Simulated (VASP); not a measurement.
Pb, 1 atom in the cell. The structure is cubic, space group Fm-3m (No. 225). The conventional cell has a = 5.045 Å, b = 5.045 Å, c = 5.045 Å, α = 90.00°, β = 90.00°, γ = 90.00°. Within 4.7 Å of Pb (site symmetry m-3m) lie 12 Pb at 3.57 Å.  This cell differs from its parent crystal: volume scaled by 1.03.

```yaml
Program: VASP 6.6.1
Task: single point
Functional: r2SCAN
Potentials_or_basis: VASP PAW PBE potentials, release 64 (Pb_d)
Cutoff: 520 eV
k_mesh: 14 × 14 × 14
Occupations: gaussian, width 0.1 eV
Spin: no spin polarisation
Dipole_correction: no
Further_INCAR_settings: ALGO = Normal; EDIFF = 1e-06; NBANDS = 13
```

Potentials or basis: VASP PAW PBE potentials, release 64 (Pb_d).

Command:

```console
$ cat potpaw_PBE.64/Pb_d/POTCAR > POTCAR
$ cp INCAR.step1 INCAR
$ mpirun -np 1 vasp_std > vasp.out
$ cp INCAR.step2 INCAR
$ mpirun -np 1 vasp_std > vasp.out
```

Hardware: 1 thread of Intel(R) Xeon(R) Platinum 8488C (Sapphire Rapids), with other jobs on the host.

**Question.** How long does it take, and how much memory?

**Answer.** It took 120 s on 1 thread of Intel(R) Xeon(R) Platinum 8488C (Sapphire Rapids) (shared host), peak memory 0.18 GiB. Counts: k points 104.
